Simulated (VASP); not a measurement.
# Cd (P6_3/mmc) in VASP: a series of runs

The runs below take Cd through relaxation of cell and atoms, single point, with PBEsol.

Program: VASP 6.6.1. These are calculated values, not measurements. Logs are shortened: lines on timing, memory, paths and dates and some standing lists are left out, and cuts for length are marked.

## 1. The cell of the first run

The structure is hexagonal, space group P6_3/mmc (No. 194). The conventional cell has a = 2.979 Å, b = 2.979 Å, c = 5.618 Å, α = 90.00°, β = 90.00°, γ = 120.00°. Cd (site symmetry -6m2) has 12 Cd at 2.98 to 3.29 Å within 3.9 Å.

## 2. Relaxation of cell and atoms, PBEsol, target pressure 30 GPa, at which the enthalpy is minimised

INCAR reads:

```
PREC = Accurate
ENCUT = 600
EDIFF = 1E-6
ISMEAR = -1
SIGMA = 0.05
LREAL = False
LASPH = True
NELM = 80
ALGO = Normal
ISIF = 3
LWAVE = False
LCHARG = False
GGA = PS
IBRION = 2
NSW = 80
EDIFFG = -0.01
PSTRESS = 300.0
```

KPOINTS reads:

```
Automatic mesh
0
Gamma
  10 10 5
```

POSCAR reads:

```
Cd
1.0
    2.9788700000      0.0000000000      0.0000000000
   -1.4894350000      2.5797770946      0.0000000000
    0.0000000000      0.0000000000      5.6176500000
Cd
2
Direct
    0.6666666667      0.3333333333      0.7500000000
    0.3333333333      0.6666666667      0.2500000000
```

Potentials or basis: VASP PAW PBE potentials, release 64 (Cd).

Run with:

```sh
> cat potpaw_PBE.64/Cd/POTCAR > POTCAR
> mpirun -np 1 vasp_std > vasp.out
```

OUTCAR:

```text
PREC = Accurate
   ENCUT = 600
   EDIFF = 1E-6
   ISMEAR = -1
   LREAL = False
   LASPH = True
   NELM = 80
   ISIF = 3
   GGA = PS
   IBRION = 2
   NSW = 80
   EDIFFG = -0.01
   PSTRESS = 300.0

 ion  position               nearest neighbor table
   1  0.667  0.333  0.750-   2 3.29   2 3.29   2 3.29   2 3.29   2 3.29   2 3.29
   2  0.333  0.667  0.250-   1 3.29   1 3.29   1 3.29   1 3.29   1 3.29   1 3.29

  LATTYP: Found a hexagonal cell.
 ALAT       =     2.9788700000
 C/A-ratio  =     1.8858325472

  Lattice vectors:

 A1 = (   2.9788700000,   0.0000000000,   0.0000000000)
 A2 = (  -1.4894350000,   2.5797770946,   0.0000000000)
 A3 = (   0.0000000000,   0.0000000000,   5.6176500000)

Analysis of symmetry for initial positions (statically):
=====================================================================
 Subroutine PRICEL returns:
 Original cell was already a primitive cell.

 Routine SETGRP: Setting up the symmetry group for a
 hexagonal supercell.

 Subroutine GETGRP returns: Found 24 space group operations
 (whereof 12 operations were pure point group operations)
 out of a pool of 24 trial point group operations.

The static configuration has the point symmetry D_3d.
 The point group associated with its full space group is D_6h.

Analysis of symmetry for dynamics (positions and initial velocities):
=====================================================================
 Subroutine PRICEL returns:
 Original cell was already a primitive cell.

 Routine SETGRP: Setting up the symmetry group for a
 hexagonal supercell.

 Subroutine GETGRP returns: Found 24 space group operations
 (whereof 12 operations were pure point group operations)
 out of a pool of 24 trial point group operations.

The dynamic configuration has the point symmetry D_3d.
 The point group associated with its full space group is D_6h.

 Subroutine INISYM returns: Found 24 space group operations
 (whereof 12 operations are pure point group operations),
 and found     1 'primitive' translations

----------------------------------------------------------------------------------------

                                     Primitive cell

  volume of cell :      43.1706

  direct lattice vectors                    reciprocal lattice vectors
     2.978870000  0.000000000  0.000000000     0.335697765  0.193815195  0.000000000
[... 96 lines left out ...]
   PSTRESS=  300.0 pullay stress
   NELECT =      24.0000    total number of electrons
   NUPDOWN=      -1.0000    fix difference up-down
   EMIN   =  10.00;   EMAX   =-10.00  energy-range for DOS
   EFERMI =   0.00;   METHOD = LEGACY
   ISMEAR =    -1;   SIGMA  =   0.05  broadening in eV -4-tet -1-fermi 0-gaus
   EFERMI_NEDOS =   21; number of points for ismear=-14 and -15
   IALGO  =     38    algorithm
   IMIX   =      4    mixing-type and parameters
     AMIX     =   0.40;   BMIX     =  1.00
     AMIX_MAG =   1.60;   BMIX_MAG =  1.00
  volume/ion in A,a.u.               =      21.59       145.66
  Fermi-wavevector in a.u.,A,eV,Ry     =   1.346116  2.543790 24.654136  1.812028
  Thomas-Fermi vector in A             =   2.473974
   LORBIT       =      0    0 simple, 1 ext, 2 COOP (PROOUT), +10 PAW based schemes
   GGA     = PS    functional components
   LHFCALC =     F    Hartree Fock is set to
   AEXX    =    0.0000 exact exchange contribution
   IVDW    =     0    specifies the selected vdW correction
   LEPSILON=     F    determine dielectric tensor
   LRPA    =     F    only Hartree local field effects (RPA)
 conjugate gradient relaxation of ions
 non-spin polarized calculation
  energy-cutoff  :      600.00
  volume of cell :       43.17
 maximum number of plane-waves:      1462
 NGX is ok and might be reduce to    24
   NGX = 11   NGY = 11   NGZ = 23

--------------------------------------- Ionic step        1  -------------------------------------------

 number of electron      24.0000000 magnetization

 Free energy of the ion-electron system (eV)
  ---------------------------------------------------
  ext. energy  EPLUGINS =         0.00000000
  ---------------------------------------------------
  free energy    TOTEN  =        -2.40993499 eV

  energy without entropy =       -2.40777250  energy(sigma->0) =       -2.40885375

------------------------ aborting loop because EDIFF is reached ----------------------------------------

  FORCE on cell =-STRESS in cart. coord.  units (eV):
  Direction    XX          YY          ZZ          XY          YZ          ZX
  --------------------------------------------------------------------------------------
  -------------------------------------------------------------------------------------
  Total       -0.2909137     -0.2909137     -0.5110925      0.0000000     -0.0000000      0.0000000
  in kB      -10.7965817    -10.7965817    -18.9680062      0.0000000     -0.0000000      0.0000000
  external PRESSURE =    -313.5203899 kB  Pullay stress =     300.0000000 kB
[... 25 lines left out ...]
--------------------------------------- Ionic step        2  -------------------------------------------

 number of electron      24.0000000 magnetization

 E-fermi :  11.1051     XC(G=0): -15.3518

 val. band max:       11.0799722605   @ k =   0.0000   0.0000   0.2000
 cond. band min:      11.1327563711   @ k =   0.3000   0.3000   0.4000
 fundamental gap:      0.0527841107
 Fermi energy:        11.1051196178

 k-point     1 :       0.0000    0.0000    0.0000
  band No.  band energies     occupation
      1      -5.7025      2.00000
      2      -5.1572      2.00000
      3      -3.4850      2.00000
      4      -2.4857      2.00000
      5      -2.4857      2.00000
      6      -2.2489      2.00000
[... 518 lines left out ...]
  energy  without entropy=       -1.9223026192  energy(sigma->0) =       -1.92395390

  enthalpy is  TOTEN    =         4.4607563117 eV   P V=        6.3863614897

[... ionic steps 4 to 10 ...]

--------------------------------------- Ionic step       11  -------------------------------------------

 number of electron      24.0000006 magnetization

------------------------ aborting loop because EDIFF is reached ----------------------------------------
[... 71 lines left out ...]
--------------------------------------- Ionic step       13  -------------------------------------------

 number of electron      24.0000005 magnetization

 Free energy of the ion-electron system (eV)
  ---------------------------------------------------
  ext. energy  EPLUGINS =         0.00000000
  ---------------------------------------------------
  free energy    TOTEN  =        -1.74988643 eV

  energy without entropy =       -1.74735624  energy(sigma->0) =       -1.74862134

 E-fermi :   5.7251     XC(G=0): -12.8047

 val. band max:        5.5970412418   @ k =   0.3000   0.3000   0.0000
 cond. band min:       5.7448330700   @ k =   0.3000   0.3000   0.2000
 fundamental gap:      0.1477918282
 Fermi energy:         5.7251383763

 k-point     1 :       0.0000    0.0000    0.0000
  band No.  band energies     occupation
      1      -6.1726      2.00000
      2      -6.1022      2.00000
      3      -5.1197      2.00000
      4      -4.9189      2.00000
      5      -4.9189      2.00000
      6      -4.7586      2.00000
[... 480 lines left out ...]
  energy  without entropy=       -1.7473562403  energy(sigma->0) =       -1.74862134

  enthalpy is  TOTEN    =         4.3552317297 eV   P V=        6.1051181637

 reached required accuracy - stopping structural energy minimisation
```

It took 2 min on 1 thread of AMD EPYC 9R14 (Zen 4), shared host; peak memory 0.17 GiB.

What came out:

| Item | Value |
| --- | --- |
| Free energy | -1.7499 eV |
| Relaxed volume | 16.30 Å³/atom |
| Relaxed cell | a = 2.812 Å, b = 2.812 Å, c = 4.760 Å, α = 90.00°, β = 90.00°, γ = 120.00° |
| Space group after relaxing (to 0.05 Å) | P6_3/mmc (No. 194) |
| Energy change on relaxing (the enthalpy is what falls) | +330.0 meV/atom |
| Ionic steps | 13 |
| Pressure after relaxing | 30.0 GPa |
| Band gap on the k mesh | zero (band 12 reaches 6.24 eV, above the bottom of band 13 at 3.95 eV) |

Step by step:
| step | energy change (eV) | largest force (eV/Å) | pressure (GPa) | volume (Å³) |
| --- | --- | --- | --- | --- |
| 1 | 0.0000 | 0.0000 | -1.35 | 43.17 |
| 2 | 8.2187 | 0.0000 | 259.56 | 21.79 |
| 3 | 0.4843 | 0.0000 | 24.58 | 34.11 |
| 4 | 0.5668 | 0.0000 | 27.39 | 33.60 |
| 5 | 0.6499 | 0.0000 | 30.20 | 33.13 |
| 6 | 0.6679 | 0.0000 | 30.75 | 32.61 |
| 7 | 0.7318 | 0.0000 | 32.46 | 32.24 |
| 8 | 0.7145 | 0.0000 | 31.94 | 32.33 |
| 9 | 0.7211 | 0.0000 | 32.25 | 32.29 |
| 10 | 0.5363 | 0.0000 | 25.63 | 33.32 |
| 11 | 0.6576 | 0.0000 | 29.93 | 32.62 |
| 12 | 0.6589 | 0.0000 | 29.99 | 32.61 |
| 13 | 0.6600 | 0.0000 | 30.00 | 32.60 |

Final structure:
```
CELL_PARAMETERS angstrom
2.81227 0.00000 0.00000
-1.40613 2.43549 0.00000
0.00000 0.00000 4.76036
ATOMIC_POSITIONS crystal
Cd 0.66667 0.33333 0.75000
Cd 0.33333 0.66667 0.25000
```

Levels at points of the mesh, in eV from the Fermi level:
```csv
k point,band 9,band 10,band 11,band 12,band 13,band 14,band 15,band 16
"(0.00, 0.00, 0.00)",-10.06,-9.32,-9.32,-4.51,-1.78,13.93,14.75,16.03
"(0.50, 0.00, 0.00)",-9.13,-9.04,-4.14,-2.99,2.70,2.96,4.96,6.02
```

Caveat: the cell is relaxed towards a set pressure, so the enthalpy falls and the energy may rise; the volume moved by over 15 % at a fixed basis, so the end points are rough; the PAW data sets were made with another functional, which shifts forces and pressure a little.

## 3. Single point, PBEsol, non-collinear spin, zero start, spin-orbit coupling

INCAR reads:

```
ALGO = Normal
EDIFF = 1E-7
ENCUT = 520
GGA = PS
GGA_COMPAT = F
ISIF = 2
ISMEAR = -1
LASPH = T
LCHARG = F
LNONCOLLINEAR = T
LORBIT = 11
LORBMOM = T
LREAL = F
LSORBIT = T
LWAVE = F
MAGMOM = 0 0 0 0 0 0
NBANDS = 36
NELM = 150
PREC = Accurate
SIGMA = 0.05
```

KPOINTS reads:

```
k-points
0
Gamma
  8 8 4
```

POSCAR is that of step 2.

Potentials or basis: VASP PAW PBE potentials, release 64 (Cd).

Run with:

```sh
> cat potpaw_PBE.64/Cd/POTCAR > POTCAR
> mpirun -np 1 vasp_ncl > vasp.out
```

Run time: 76 s. Hardware: 1 thread of AMD EPYC 7R13 (Zen 3), shared host; peak memory 0.25 GiB.

The run converged. Its results:

* Free energy: -2.4329 eV
* Pressure: -1.1 GPa
* Net moment: 0.00 μB per cell
* Valence electrons inside the program's atomic spheres: Cd 10.32

Stress tensor (GPa, compression positive):
```
-0.06  0.00  0.00
 0.00 -0.06  0.00
 0.00  0.00 -3.10
```

Moments on the atoms (μB; x, y, z):
```
Cd  0.00 0.00 0.00
Cd  0.00 0.00 0.00
```

Caveat: the PAW data sets were made with another functional, which shifts forces and pressure a little.

## 4. Single point, PBEsol

This run uses another cell than the first one, of 20.29 Å³/atom, 0.940 times its volume.

INCAR reads:

```
PREC     = Accurate       # precision mode
ENCUT    = 520            # plane-wave cutoff, eV
EDIFF    = 1E-6           # SCF threshold, eV
ISMEAR   = -1             # smearing method
SIGMA    = 0.05           # smearing width, eV
LREAL    = False          # projectors in reciprocal space
LASPH    = True           # aspherical terms in the spheres
NELM     = 100            # most SCF steps
ALGO     = Normal         # electronic algorithm
ISIF     = 2              # what is computed and relaxed
LWAVE    = False          # write WAVECAR
LCHARG   = False          # write CHGCAR
GGA      = PS             # functional
NBANDS   = 19             # bands
```

KPOINTS reads:

```
Automatic mesh
0
Gamma
  10 10 5
```

POSCAR reads:

```
Cd
1.0
    2.9180596717      0.0000000000      0.0000000000
   -1.4590298358      2.5271138055      0.0000000000
    0.0000000000      0.0000000000      5.5029719036
Cd
2
Direct
    0.6666666667      0.3333333333      0.7500000000
    0.3333333333      0.6666666667      0.2500000000
```

Run with:

```sh
> cat potpaw_PBE.64/Cd/POTCAR > POTCAR
> mpirun -np 1 vasp_std > vasp.out
```

Run time: 30 s. Hardware: 1 thread of Intel Xeon Platinum 8259CL at 2.50GHz (Skylake/Cascade Lake), shared host; peak memory 0.17 GiB.

Results (log left out):

```yaml
Free_energy: -2.3990 eV
Pressure: 2.9 GPa
Band_gap_on_the_k_mesh: zero (band 12 reaches 4.33 eV, above the bottom of band 13 at 0.26 eV)
```

Stress tensor (GPa, compression positive):
```
3.78 0.00 0.00
0.00 3.78 0.00
0.00 0.00 1.09
```

Levels at points of the mesh, in eV from the Fermi level:
| k point | band 9 | band 10 | band 11 | band 12 | band 13 | band 14 | band 15 | band 16 |
| --- | --- | --- | --- | --- | --- | --- | --- | --- |
| (0.00, 0.00, 0.00) | -8.58 | -8.29 | -8.29 | -3.19 | -2.81 | 11.09 | 14.90 | 15.69 |
| (0.50, 0.00, 0.00) | -8.00 | -7.97 | -2.36 | -1.69 | 2.27 | 3.24 | 3.70 | 5.60 |

Caveat: the PAW data sets were made with another functional, which shifts forces and pressure a little.

## 5. Overview

| task | spin | cell | k mesh | cutoff (eV) | gap on the mesh (eV) | pressure (GPa) |
| --- | --- | --- | --- | --- | --- | --- |
| relaxation of cell and atoms | off | relaxed to 30 GPa from a = 2.979, b = 2.979, c = 5.618 Å, angles 90.0, 90.0, 120.0°, 2 atoms | 10 × 10 × 5 | 600 | none | 30.0 |
| single point | non-collinear, zero start, SOC | a = 2.979, b = 2.979, c = 5.618 Å, angles 90.0, 90.0, 120.0°, 2 atoms | 8 × 8 × 4 | 520 | - | -1.1 |
| single point | off | a = 2.918, b = 2.918, c = 5.503 Å, angles 90.0, 90.0, 120.0°, 2 atoms | 10 × 10 × 5 | 520 | none | 2.9 |

Alike in all rows: level PBEsol; potentials or basis VASP PAW PBE potentials, release 64 (Cd); smearing fermi-dirac 0.05 eV.

Caveats: the PAW data sets were made with another functional, which shifts forces and pressure a little; the cell is relaxed towards a set pressure, so the enthalpy falls and the energy may rise (some runs); the volume moved by over 15 % at a fixed basis, so the end points are rough (some runs).

Total energies depend on the potentials used, so only differences within one code and one set of settings carry meaning.
